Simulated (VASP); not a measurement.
# SnTe (Fm-3m) in VASP: further runs

The runs below take SnTe through single point, with r2SCAN.

Program: VASP 6.6.1. These are calculated values, not measurements. Logs are shortened: lines on timing, memory, paths and dates and some standing lists are left out, and cuts for length are marked.

## 1. The cell of the first run

It takes space group Fm-3m (No. 225, cubic). The conventional cell has a = 6.372 Å, b = 6.372 Å, c = 6.372 Å, α = 90.00°, β = 90.00°, γ = 90.00°. Within 4.2 Å of Sn (site symmetry m-3m) lie 6 Te at 3.19 Å. Te (site symmetry m-3m) has 6 Sn at 3.19 Å within 4.2 Å.

## 2. Single point, r2SCAN

Input file POSCAR:

```
SnTe
1.0
    0.0000000000      3.1861486170      3.1861486170
    3.1861486170      0.0000000000      3.1861486170
    3.1861486170      3.1861486170      0.0000000000
Sn Te
1 1
Direct
    0.0000000000      0.0000000000      0.0000000000
    0.5000000000      0.5000000000      0.5000000000
```

Input file INCAR.step1:

```
PREC     = Accurate       # precision mode
ENCUT    = 520            # plane-wave cutoff, eV
ISMEAR   = -1             # smearing method
SIGMA    = 0.1            # smearing width, eV
LREAL    = F              # projectors in reciprocal space
LASPH    = T              # aspherical terms in the spheres
NELM     = 80             # most SCF steps
NBANDS   = 17             # bands
GGA      = PE             # functional
ALGO     = Normal         # electronic algorithm
EDIFF    = 1E-4           # SCF threshold, eV
LWAVE    = T              # write WAVECAR
LCHARG   = F              # write CHGCAR
```

Input file INCAR.step2:

```
PREC     = Accurate       # precision mode
ENCUT    = 520            # plane-wave cutoff, eV
EDIFF    = 1E-7           # SCF threshold, eV
ISMEAR   = -1             # smearing method
SIGMA    = 0.1            # smearing width, eV
LREAL    = F              # projectors in reciprocal space
LASPH    = T              # aspherical terms in the spheres
NELM     = 80             # most SCF steps
ALGO     = Normal         # electronic algorithm
ISIF     = 2              # what is computed and relaxed
LWAVE    = F              # write WAVECAR
LCHARG   = T              # write CHGCAR
METAGGA  = R2SCAN         # meta-GGA
LMIXTAU  = T            
LELF     = T              # ELF
LVHAR    = T            
NBANDS   = 17             # bands
ISTART   = 1
```

Input file KPOINTS:

```
regular mesh
0
Gamma
  9 9 9
```

Potentials or basis: VASP PAW PBE potentials, release 64 (Sn_d, Te).

Command:

```console
$ cat potpaw_PBE.64/Sn_d/POTCAR potpaw_PBE.64/Te/POTCAR > POTCAR
$ cp INCAR.step1 INCAR
$ mpirun -np 1 vasp_std > vasp.out
$ cp INCAR.step2 INCAR
$ mpirun -np 1 vasp_std > vasp.out
```

OUTCAR:

```text
PREC = Accurate
   ENCUT = 520
   EDIFF = 1E-7
   ISMEAR = -1
   LREAL = F
   LASPH = T
   NELM = 80
   ISIF = 2
   METAGGA = R2SCAN
   ISTART = 1

 ion  position               nearest neighbor table
   1  0.000  0.000  0.000-   2 3.19   2 3.19   2 3.19   2 3.19   2 3.19   2 3.19
   2  0.500  0.500  0.500-   1 3.19   1 3.19   1 3.19   1 3.19   1 3.19   1 3.19

  LATTYP: Found a face centered cubic cell.
 ALAT       =     6.3722972340

  Lattice vectors:

 A1 = (   0.0000000000,   3.1861486170,   3.1861486170)
 A2 = (   3.1861486170,   0.0000000000,   3.1861486170)
 A3 = (   3.1861486170,   3.1861486170,   0.0000000000)

Analysis of symmetry for initial positions (statically):
=====================================================================
 Subroutine PRICEL returns:
 Original cell was already a primitive cell.

 Routine SETGRP: Setting up the symmetry group for a
 face centered cubic supercell.

 Subroutine GETGRP returns: Found 48 space group operations
 (whereof 48 operations were pure point group operations)
 out of a pool of 48 trial point group operations.

The static configuration has the point symmetry O_h .

Analysis of symmetry for dynamics (positions and initial velocities):
=====================================================================
 Subroutine PRICEL returns:
 Original cell was already a primitive cell.

 Routine SETGRP: Setting up the symmetry group for a
 face centered cubic supercell.

 Subroutine GETGRP returns: Found 48 space group operations
 (whereof 48 operations were pure point group operations)
 out of a pool of 48 trial point group operations.

The dynamic configuration has the point symmetry O_h .

 Subroutine INISYM returns: Found 48 space group operations
 (whereof 48 operations are pure point group operations),
 and found     1 'primitive' translations

----------------------------------------------------------------------------------------

                                     Primitive cell

  volume of cell :      64.6886

  direct lattice vectors                    reciprocal lattice vectors
     0.000000000  3.186148617  3.186148617    -0.156929277  0.156929277  0.156929277
     3.186148617  0.000000000  3.186148617     0.156929277 -0.156929277  0.156929277
     3.186148617  3.186148617  0.000000000     0.156929277  0.156929277 -0.156929277
[... 74 lines left out ...]
 SYSTEM =  unknown system
   PREC   = accura    normal or accurate (medium, high low for compatibility)
   ISTART =      1    job   : 0-new  1-cont  2-samecut
   ICHARG =      0    charge: 1-file 2-atom 10-const
   ISPIN  =      1    spin polarized calculation?
   LNONCOLLINEAR =      F non collinear calculations
   LSORBIT =      F    spin-orbit coupling
   LASPH  =      T    aspherical Exc in radial PAW
   ENCUT  =  520.0 eV  38.22 Ry    6.18 a.u.   8.38  8.38  8.38*2*pi/ulx,y,z
   NELM   =     80;   NELMIN=  2; NELMDL=  0     # of ELM steps
   EDIFF  = 0.1E-06   stopping-criterion for ELM
   LREAL  =      F    real-space projection
   EDIFFG = 0.1E-05   stopping-criterion for IOM
   NSW    =      0    number of steps for IOM
   IBRION =     -1    ionic relax: 0-MD 1-quasi-New 2-CG
   NFREE  =      0    steps in history (QN), initial steepest desc. (CG)
   ISIF   =      2    stress and relaxation
   ISYM   =      2    0-nonsym 1-usesym 2-fastsym
   POTIM  = 0.5000    time-step for ionic-motion
   TEBEG  =    0.0;   TEEND  =   0.0 temperature during run
   PSTRESS=    0.0 pullay stress
   NELECT =      20.0000    total number of electrons
   NUPDOWN=      -1.0000    fix difference up-down
   EMIN   =  10.00;   EMAX   =-10.00  energy-range for DOS
   EFERMI =   0.00;   METHOD = LEGACY
   ISMEAR =    -1;   SIGMA  =   0.10  broadening in eV -4-tet -1-fermi 0-gaus
   EFERMI_NEDOS =   21; number of points for ismear=-14 and -15
   IALGO  =     38    algorithm
   IMIX   =      4    mixing-type and parameters
     AMIX     =   0.40;   BMIX     =  1.00
     AMIX_MAG =   1.60;   BMIX_MAG =  1.00
  volume/ion in A,a.u.               =      32.34       218.27
  Fermi-wavevector in a.u.,A,eV,Ry     =   1.106986  2.091900 16.672825  1.225418
  Thomas-Fermi vector in A             =   2.243494
   LORBIT       =      0    0 simple, 1 ext, 2 COOP (PROOUT), +10 PAW based schemes
   METAGGA = R2SCAN    functional components
   LHFCALC =     F    Hartree Fock is set to
   AEXX    =    0.0000 exact exchange contribution
   IVDW    =     0    specifies the selected vdW correction
   LEPSILON=     F    determine dielectric tensor
   LRPA    =     F    only Hartree local field effects (RPA)
 non-spin polarized calculation
  energy-cutoff  :      520.00
  volume of cell :       64.69
 maximum number of plane-waves:      1807
 NGX is ok and might be reduce to    36
   NGX = 17   NGY = 17   NGZ = 17

 number of electron      20.0000002 magnetization

 Free energy of the ion-electron system (eV)
  ---------------------------------------------------
  ext. energy  EPLUGINS =         0.00000000
  ---------------------------------------------------
  free energy    TOTEN  =       -50.69034111 eV

  energy without entropy =      -50.68732680  energy(sigma->0) =      -50.68883396

 E-fermi :   6.6012     XC(G=0):  -9.9079

 val. band max:        6.4045214202   @ k =   0.4444   0.0000   0.0000
 cond. band min:       6.9644434175   @ k =   0.4444   0.0000   0.0000
 fundamental gap:      0.5599219974
 Fermi energy:         6.6011963139

 k-point     1 :       0.0000    0.0000    0.0000
  band No.  band energies     occupation
      1     -16.1463      2.00000
      2     -16.1463      2.00000
      3     -16.1376      2.00000
      4     -16.1376      2.00000
      5     -16.1376      2.00000
      6      -6.6457      2.00000
[... 457 lines left out ...]
      4     -16.1281      2.00000
      5     -16.1281      2.00000
      6      -5.1399      2.00000
[... 9 lines left out ...]
     16      17.0945      0.00000
     17      17.9497      0.00000

 [... further k-points ...]
[... 5 lines left out ...]
  --------------------------------------------------------------------------------------
  -------------------------------------------------------------------------------------
  Total       -0.0267600     -0.0267600     -0.0267600      0.0000000      0.0000000      0.0000000
  in kB       -0.6627798     -0.6627798     -0.6627798      0.0000000      0.0000000      0.0000000
  external PRESSURE =      -0.6627798 kB  Pullay stress =       0.0000000 kB

 VOLUME and BASIS-vectors are now :
 -----------------------------------------------------------------------------
  energy-cutoff  :      520.00
  volume of cell :       64.69
      direct lattice vectors                 reciprocal lattice vectors
     0.000000000  3.186148617  3.186148617    -0.156929277  0.156929277  0.156929277
     3.186148617  0.000000000  3.186148617     0.156929277 -0.156929277  0.156929277
     3.186148617  3.186148617  0.000000000     0.156929277  0.156929277 -0.156929277

 POSITION                                       TOTAL-FORCE (eV/Angst)
 -----------------------------------------------------------------------------------
      0.00000      0.00000      0.00000         0.000000      0.000000      0.000000
      3.18615      3.18615      3.18615         0.000000      0.000000     -0.000000
 -----------------------------------------------------------------------------------
    total drift:                               -0.000000      0.000000      0.000000

  FREE ENERGIE OF THE ION-ELECTRON SYSTEM (eV)
  ---------------------------------------------------
  free  energy   TOTEN  =       -50.6903411095 eV

  energy  without entropy=      -50.6873268028  energy(sigma->0) =      -50.68883396
```

OUTCAR.step1:

```text
PREC = Accurate
   ENCUT = 520
   ISMEAR = -1
   LREAL = F
   LASPH = T
   NELM = 80
[... 699 lines left out ...]
 -----------------------------------------------------------------------------------
      0.00000      0.00000      0.00000         0.000000     -0.000000      0.000000
      3.18615      3.18615      3.18615        -0.000000      0.000000     -0.000000
 -----------------------------------------------------------------------------------
    total drift:                               -0.000000      0.000000      0.000000

  FREE ENERGIE OF THE ION-ELECTRON SYSTEM (eV)
  ---------------------------------------------------
  free  energy   TOTEN  =        -7.5648801112 eV

  energy  without entropy=       -7.5614096667  energy(sigma->0) =       -7.56314489
```

It took 2.9 min on 1 thread of Intel Xeon Platinum 8259CL at 2.50GHz (Skylake/Cascade Lake), shared host; peak memory 0.23 GiB.

Results:

```
Free energy : -50.6903 eV
Pressure    : -0.1 GPa
```

Caveat: this odd mesh misses L, where the gap lies, so gap, dielectric constants and Born charges aren't listed; the PAW data sets were made with another functional, which shifts forces and pressure a little; spin-orbit coupling is left out, which moves the levels of the heavy elements.

## 3. Single point, r2SCAN

Input file POSCAR:

```
SnTe
1.0
    0.0000000000      3.1861486200      3.1861486200
    3.1861486200      0.0000000000      3.1861486200
    3.1861486200      3.1861486200      0.0000000000
Sn Te
1 1
Direct
    0.0000000000      0.0000000000      0.0000000000
    0.5000000000      0.5000000000      0.5000000000
```

Input file INCAR.step1:

```
SYSTEM = SnTe
ALGO = Normal ; EDIFF = 1E-4
ENCUT = 520 ; GGA = PE
ISMEAR = -1 ; LASPH = .TRUE.
LCHARG = .FALSE. ; LREAL = .FALSE.
LWAVE = .TRUE. ; NBANDS = 17
NELM = 80 ; PREC = Accurate
SIGMA = 0.1
```

Input file INCAR.step2:

```
SYSTEM = SnTe
ALGO = Normal ; EDIFF = 1E-6
ENCUT = 520 ; ISIF = 2
ISMEAR = -1 ; ISTART = 1
LASPH = .TRUE. ; LCHARG = .FALSE.
LMIXTAU = .TRUE. ; LREAL = .FALSE.
LWAVE = .FALSE. ; METAGGA = R2SCAN
NBANDS = 17 ; NELM = 80
PREC = Accurate ; SIGMA = 0.1
```

Input file KPOINTS:

```
k-points
0
G
  9 9 9
  0 0 0
```

Potentials or basis: VASP PAW PBE potentials, release 64 (Sn_d, Te).

Command:

```console
$ cat potpaw_PBE.64/Sn_d/POTCAR potpaw_PBE.64/Te/POTCAR > POTCAR
$ cp INCAR.step1 INCAR
$ mpirun -np 1 vasp_std > vasp.out
$ cp INCAR.step2 INCAR
$ mpirun -np 1 vasp_std > vasp.out
```

It took 2.1 min on 1 thread of Intel Xeon Platinum 8259CL at 2.50GHz (Skylake/Cascade Lake), shared host; peak memory 0.23 GiB.

It converged, with:

* Free energy: -50.6903 eV
* Pressure: -0.1 GPa

Levels at points of the mesh, in eV from the Fermi level:
```csv
k point,band 7,band 8,band 9,band 10,band 11,band 12,band 13,band 14
"(0.00, 0.00, 0.00)",-4.88,-2.39,-2.39,-2.39,3.36,3.36,3.36,5.03
```

Caveat: this odd mesh misses L, where the gap lies, so gap, dielectric constants and Born charges aren't listed; the PAW data sets were made with another functional, which shifts forces and pressure a little; spin-orbit coupling is left out, which moves the levels of the heavy elements.
